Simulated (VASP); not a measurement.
# Al5InAs6 (R3) in VASP: single point with PBE

Aim: the single point of Al5InAs6 with PBE.

Everything below comes from runs of VASP 6.6.1. Logs are shortened: lines on timing, memory, paths and dates and some standing lists are left out, and cuts for length are marked.

**1. The cell of the first run**

Symmetry: R3, No. 146, trigonal system. Conventional cell: a = 7.086 Å, b = 7.086 Å, c = 20.178 Å, α = 90.00°, β = 90.00°, γ = 120.00°. Within 3.3 Å of Al (site symmetry 1) lie 4 As at 2.48 to 2.51 Å. Al (site symmetry 3) has 4 As at 2.47 to 2.50 Å within 3.3 Å. Al (site symmetry 3) has 4 As at 2.46 to 2.51 Å within 3.3 Å. Within 3.5 Å of In (site symmetry 3) lie 4 As at 2.64 Å. As (site symmetry 1) has 3 Al at 2.46 to 2.49 Å and 1 In at 2.64 Å within 3.3 Å. Within 3.3 Å of As (site symmetry 3) lie 4 Al at 2.50 Å. As (site symmetry 3) has 3 Al at 2.48 Å and 1 In at 2.64 Å within 3.3 Å. As (site symmetry 3) has 4 Al at 2.51 Å within 3.3 Å.

**2. Single point, PBE**

Input file INCAR:

```
SYSTEM = Al5InAs6
ALGO     = Normal         ! electronic algorithm
EDIFF    = 1E-6           ! SCF threshold, eV
ENCUT    = 520            ! plane-wave cutoff, eV
GGA      = PE             ! functional
ISIF     = 2              ! what is computed and relaxed
ISMEAR   = 0              ! smearing method
LASPH    = .True.         ! aspherical terms in the spheres
LCHARG   = .True.         ! write CHGCAR
LELF     = .True.         ! ELF
LREAL    = .False.        ! projectors in reciprocal space
LVHAR    = .True.       
LWAVE    = .False.        ! write WAVECAR
NBANDS   = 41             ! bands
NELM     = 60             ! most SCF steps
PREC     = Accurate       ! precision mode
SIGMA    = 0.02           ! smearing width, eV
```

Input file KPOINTS:

```
k-points
0
Gamma
  6 6 6
  0 0 0
```

Input file POSCAR:

```
Al5InAs6
1.0
    3.5430338920      2.0455715880      6.7260116949
   -3.5430338920      2.0455715880      6.7260116949
    0.0000000000     -4.0911431259      6.7260117101
Al In As
5 1 6
Direct
    0.1623570000      0.5039830000      0.8335050000
    0.5039830000      0.8335050000      0.1623570000
    0.8335050000      0.1623570000      0.5039830000
    0.0015000000      0.0015000000      0.0015000000
    0.6642740000      0.6642740000      0.6642740000
    0.3333760000      0.3333760000      0.3333760000
    0.0233080000      0.3798770000      0.7271950000
    0.3798770000      0.7271950000      0.0233080000
    0.7271950000      0.0233080000      0.3798770000
    0.8774910000      0.8774910000      0.8774910000
    0.2023990000      0.2023990000      0.2023990000
    0.5397360000      0.5397360000      0.5397360000
```

Potentials or basis: VASP PAW PBE potentials, release 64 (Al, In_d, As).

Started as:

```bash
$ cat potpaw_PBE.64/Al/POTCAR potpaw_PBE.64/In_d/POTCAR potpaw_PBE.64/As/POTCAR > POTCAR
$ mpirun -np 1 vasp_std > vasp.out
```

OUTCAR:

```text
SYSTEM = Al5InAs6
   EDIFF = 1E-6
   ENCUT = 520
   GGA = PE
   ISIF = 2
   ISMEAR = 0
   LASPH = .True.
   LREAL = .False.
   NELM = 60
   PREC = Accurate

 ion  position               nearest neighbor table
   1  0.162  0.504  0.834-  11 2.48   7 2.49  10 2.50  12 2.51
   2  0.504  0.834  0.162-  11 2.48   8 2.49  10 2.50  12 2.51
   3  0.834  0.162  0.504-  11 2.48   9 2.49  10 2.50  12 2.51
   4  0.002  0.002  0.002-   8 2.47   9 2.47   7 2.47  10 2.50
   5  0.664  0.664  0.664-   7 2.46   8 2.46   9 2.46  12 2.51
   6  0.333  0.333  0.333-  11 2.64   9 2.64   7 2.64   8 2.64
   7  0.023  0.380  0.727-   5 2.46   4 2.47   1 2.49   6 2.64
   8  0.380  0.727  0.023-   5 2.46   4 2.47   2 2.49   6 2.64
   9  0.727  0.023  0.380-   5 2.46   4 2.47   3 2.49   6 2.64
  10  0.877  0.877  0.877-   1 2.50   3 2.50   2 2.50   4 2.50
  11  0.202  0.202  0.202-   2 2.48   1 2.48   3 2.48   6 2.64
  12  0.540  0.540  0.540-   3 2.51   2 2.51   1 2.51   5 2.51

  LATTYP: Found a trigonal (rhomboedric) cell.
 ALAT       =     7.8725272690
 COS(alpha) =     0.5949093102

  Lattice vectors:

 A1 = (   3.5430338920,   2.0455715880,   6.7260116949)
 A2 = (  -3.5430338920,   2.0455715880,   6.7260116949)
 A3 = (   0.0000000000,  -4.0911431259,   6.7260117101)

Analysis of symmetry for initial positions (statically):
=====================================================================
 Subroutine PRICEL returns:
 Original cell was already a primitive cell.

 Routine SETGRP: Setting up the symmetry group for a
 trigonal (rhombohedral) supercell.

 Subroutine GETGRP returns: Found  3 space group operations
 (whereof  3 operations were pure point group operations)
 out of a pool of 12 trial point group operations.

The static configuration has the point symmetry C_3 .

Analysis of symmetry for dynamics (positions and initial velocities):
=====================================================================
 Subroutine PRICEL returns:
 Original cell was already a primitive cell.

 Routine SETGRP: Setting up the symmetry group for a
 trigonal (rhombohedral) supercell.

 Subroutine GETGRP returns: Found  3 space group operations
 (whereof  3 operations were pure point group operations)
 out of a pool of 12 trial point group operations.

The dynamic configuration has the point symmetry C_3 .

 Subroutine INISYM returns: Found  3 space group operations
 (whereof  3 operations are pure point group operations),
 and found     1 'primitive' translations

----------------------------------------------------------------------------------------

                                     Primitive cell

  volume of cell :     292.4818

  direct lattice vectors                    reciprocal lattice vectors
     3.543033892  2.045571588  6.726011695     0.141121992  0.081476820  0.049558839
    -3.543033892  2.045571588  6.726011695    -0.141121992  0.081476820  0.049558839
     0.000000000 -4.091143126  6.726011710     0.000000000 -0.162953640  0.049558840

  length of vectors
     7.872527269  7.872527269  7.872527269     0.170323126  0.170323126  0.170323126

  position of ions in fractional coordinates (direct lattice)
     0.162357000  0.503983000  0.833505000
     0.503983000  0.833505000  0.162357000
     0.833505000  0.162357000  0.503983000
     0.001500000  0.001500000  0.001500000
     0.664274000  0.664274000  0.664274000
     0.333376000  0.333376000  0.333376000
     0.023308000  0.379877000  0.727195000
     0.379877000  0.727195000  0.023308000
     0.727195000  0.023308000  0.379877000
     0.877491000  0.877491000  0.877491000
     0.202399000  0.202399000  0.202399000
     0.539736000  0.539736000  0.539736000

  ion indices of the primitive-cell ions
   primitive index   ion index
                 1           1
                 2           2
                 3           3
                 4           4
                 5           5
                 6           6
                 7           7
                 8           8
                 9           9
                10          10
                11          11
                12          12

----------------------------------------------------------------------------------------

 KPOINTS: k-points

Automatic generation of k-mesh.
 Grid dimensions read from file:
 generate k-points for:    6    6    6

 Generating k-lattice:

  Cartesian coordinates                     Fractional coordinates (reciprocal lattice)
     0.023520332  0.013579470  0.008259807     0.166666667  0.000000000  0.000000000
    -0.023520332  0.013579470  0.008259807     0.000000000  0.166666667  0.000000000
     0.000000000 -0.027158940  0.008259807    -0.000000000 -0.000000000  0.166666667

  Length of vectors
     0.028387188  0.028387188  0.028387188

  Shift w.r.t. Gamma in fractional coordinates (k-lattice)
     0.000000000  0.000000000  0.000000000

 Subroutine IBZKPT returns following result:
 ===========================================

 Found     40 irreducible k-points:

 Following reciprocal coordinates:
            Coordinates               Weight
  0.000000  0.000000  0.000000      1.000000
  0.166667 -0.000000  0.000000      6.000000
  0.333333 -0.000000  0.000000      6.000000
  0.500000 -0.000000  0.000000      3.000000
  0.166667  0.166667  0.000000      6.000000
  0.333333  0.166667  0.000000      6.000000
[... 16 lines left out ...]
  0.333333  0.333333  0.166667      6.000000
  0.500000  0.333333  0.166667      6.000000
 [... further k-points ...]
   k-points           NKPTS =     40   k-points in BZ     NKDIM =     40   number of bands    NBANDS=     41
   number of dos      NEDOS =    301   number of ions     NIONS =     12
   total plane-waves  NPLWV = 216000
   dimension x,y,z NGX =    60 NGY =   60 NGZ =   60
   dimension x,y,z NGXF=   120 NGYF=  120 NGZF=  120
   ions per type =               5   1   6
   NGX,Y,Z   is equivalent  to a cutoff of  12.67, 12.67, 12.67 a.u.
   NGXF,Y,Z  is equivalent  to a cutoff of  25.34, 25.34, 25.34 a.u.
 SYSTEM =  Al5InAs6
   PREC   = accura    normal or accurate (medium, high low for compatibility)
   ISTART =      0    job   : 0-new  1-cont  2-samecut
   ICHARG =      2    charge: 1-file 2-atom 10-const
   ISPIN  =      1    spin polarized calculation?
   LNONCOLLINEAR =      F non collinear calculations
   LSORBIT =      F    spin-orbit coupling
   LASPH  =      T    aspherical Exc in radial PAW
   ENCUT  =  520.0 eV  38.22 Ry    6.18 a.u.  14.64 14.64 14.64*2*pi/ulx,y,z
   NELM   =     60;   NELMIN=  2; NELMDL= -5     # of ELM steps
   EDIFF  = 0.1E-05   stopping-criterion for ELM
   LREAL  =      F    real-space projection
   EDIFFG = 0.1E-04   stopping-criterion for IOM
   NSW    =      0    number of steps for IOM
   IBRION =     -1    ionic relax: 0-MD 1-quasi-New 2-CG
   NFREE  =      0    steps in history (QN), initial steepest desc. (CG)
   ISIF   =      2    stress and relaxation
   ISYM   =      2    0-nonsym 1-usesym 2-fastsym
   POTIM  = 0.5000    time-step for ionic-motion
   TEBEG  =    0.0;   TEEND  =   0.0 temperature during run
   PSTRESS=    0.0 pullay stress
   NELECT =      58.0000    total number of electrons
   NUPDOWN=      -1.0000    fix difference up-down
   EMIN   =  10.00;   EMAX   =-10.00  energy-range for DOS
   EFERMI =   0.00;   METHOD = LEGACY
   ISMEAR =     0;   SIGMA  =   0.02  broadening in eV -4-tet -1-fermi 0-gaus
   EFERMI_NEDOS =   21; number of points for ismear=-14 and -15
   IALGO  =     38    algorithm
   IMIX   =      4    mixing-type and parameters
     AMIX     =   0.40;   BMIX     =  1.00
     AMIX_MAG =   1.60;   BMIX_MAG =  1.00
  volume/ion in A,a.u.               =      24.37       164.48
  Fermi-wavevector in a.u.,A,eV,Ry     =   0.954665  1.804056 12.400161  0.911386
  Thomas-Fermi vector in A             =   2.083433
   LORBIT       =      0    0 simple, 1 ext, 2 COOP (PROOUT), +10 PAW based schemes
   GGA     = PE    functional components
   LHFCALC =     F    Hartree Fock is set to
   AEXX    =    0.0000 exact exchange contribution
   IVDW    =     0    specifies the selected vdW correction
   LEPSILON=     F    determine dielectric tensor
   LRPA    =     F    only Hartree local field effects (RPA)
 non-spin polarized calculation
 Gauss-broadening in eV      SIGMA  =   0.02
  energy-cutoff  :      520.00
  volume of cell :      292.48
 maximum number of plane-waves:      7900
 NGX is ok and might be reduce to    60
   NGX = 29   NGY = 29   NGZ = 29

 number of electron      58.0000002 magnetization

 Free energy of the ion-electron system (eV)
  ---------------------------------------------------
  ext. energy  EPLUGINS =         0.00000000
  ---------------------------------------------------
  free energy    TOTEN  =       -54.51504776 eV

  energy without entropy =      -54.51504776  energy(sigma->0) =      -54.51504776

 E-fermi :   3.8759     XC(G=0):  -8.9097

 val. band max:        3.7868541930   @ k =   0.0000   0.0000   0.0000
 cond. band min:       5.1330050880   @ k =   0.0000   0.0000   0.0000
 fundamental gap:      1.3461508951
 Fermi energy:         3.8758909959

 k-point     1 :       0.0000    0.0000    0.0000
  band No.  band energies     occupation
      1     -10.3416      2.00000
      2     -10.3385      2.00000
      3     -10.3385      2.00000
      4     -10.2189      2.00000
      5     -10.2189      2.00000
      6      -7.9690      2.00000
[... 33 lines left out ...]
     40       8.1036      0.00000
     41       9.1941      0.00000

 k-point     2 :       0.1667   -0.0000    0.0000
  band No.  band energies     occupation
      1     -10.3414      2.00000
      2     -10.3388      2.00000
      3     -10.3386      2.00000
      4     -10.2189      2.00000
      5     -10.2188      2.00000
      6      -7.8836      2.00000
[... 962 lines left out ...]
      1     -10.3425      2.00000
      2     -10.3392      2.00000
      3     -10.3380      2.00000
      4     -10.2189      2.00000
      5     -10.2188      2.00000
      6      -7.4931      2.00000
[... 33 lines left out ...]
     40       8.5267      0.00000
     41       8.6044      0.00000

 [... further k-points ...]

------------------------ aborting loop because EDIFF is reached ----------------------------------------

  FORCE on cell =-STRESS in cart. coord.  units (eV):
  Direction    XX          YY          ZZ          XY          YZ          ZX
  --------------------------------------------------------------------------------------
  -------------------------------------------------------------------------------------
  Total        0.2407436      0.2407436      0.2395128     -0.0000000     -0.0000000     -0.0000000
  in kB        1.3187623      1.3187623      1.3120197     -0.0000001     -0.0000000     -0.0000000
  external PRESSURE =       1.3165148 kB  Pullay stress =       0.0000000 kB

 VOLUME and BASIS-vectors are now :
 -----------------------------------------------------------------------------
  energy-cutoff  :      520.00
  volume of cell :      292.48
      direct lattice vectors                 reciprocal lattice vectors
     3.543033892  2.045571588  6.726011695     0.141121992  0.081476820  0.049558839
    -3.543033892  2.045571588  6.726011695    -0.141121992  0.081476820  0.049558839
     0.000000000 -4.091143126  6.726011710     0.000000000 -0.162953640  0.049558840

 POSITION                                       TOTAL-FORCE (eV/Angst)
 -----------------------------------------------------------------------------------
     -1.21039     -2.04694     10.08798        -0.001176      0.000898     -0.000317
     -1.16751      2.07170     10.08798         0.001366      0.000570     -0.000317
      2.37790     -0.02476     10.08798        -0.000189     -0.001468     -0.000317
      0.00000      0.00000      0.03027         0.000000      0.000000      0.000246
      0.00000      0.00000     13.40374         0.000000     -0.000000     -0.006373
      0.00000      0.00000      6.72687         0.000000     -0.000000     -0.000344
     -1.26334     -2.15032      7.60295         0.002638      0.004034     -0.000216
     -1.23056      2.16924      7.60295         0.002175     -0.004302     -0.000216
      2.49390     -0.01892      7.60295        -0.004813      0.000268     -0.000216
      0.00000      0.00000     17.70604         0.000000      0.000000      0.001476
      0.00000      0.00000      4.08401         0.000000      0.000000      0.004923
      0.00000      0.00000     10.89081         0.000000      0.000000      0.001670
 -----------------------------------------------------------------------------------
    total drift:                               -0.000000     -0.000000      0.000015

  FREE ENERGIE OF THE ION-ELECTRON SYSTEM (eV)
  ---------------------------------------------------
  free  energy   TOTEN  =       -54.5150477575 eV

  energy  without entropy=      -54.5150477575  energy(sigma->0) =      -54.51504776
```

Wall time 19 min (1 thread of Oxide Virtual Turin-like, shared host); peak memory 0.74 GiB.

Results:

```yaml
Free_energy: -54.5150 eV
Pressure: 0.1 GPa
Largest_force: 0.006 eV/Å
Band_gap_on_the_k_mesh: 1.35 eV
```

Forces on the atoms (eV/Å):
```
Al  -0.001  0.001  0.000
Al   0.001  0.001  0.000
Al   0.000 -0.001  0.000
Al   0.000  0.000  0.000
Al   0.000  0.000 -0.006
In   0.000  0.000  0.000
As   0.003  0.004  0.000
As   0.002 -0.004  0.000
As  -0.005  0.000  0.000
As   0.000  0.000  0.001
As   0.000  0.000  0.005
As   0.000  0.000  0.002
```

Levels at points of the mesh, in eV from the valence-band top:
```csv
k point,band 26,band 27,band 28,band 29,band 30,band 31,band 32,band 33
"(0.00, 0.00, 0.00)",-0.97,-0.15,0.00,0.00,1.35,1.45,3.00,3.02
"(0.50, 0.00, 0.00)",-1.15,-1.08,-0.96,-0.70,1.69,1.87,2.81,2.85
"(0.50, 0.50, 0.00)",-1.41,-1.19,-1.01,-0.82,1.67,2.63,2.70,2.80
"(0.50, 0.50, 0.50)",-0.67,-0.67,-0.40,-0.40,2.11,2.22,2.60,2.60
```

Caveat: spin-orbit coupling is left out, which moves the levels of the heavy elements. A k mesh can miss the band edges.
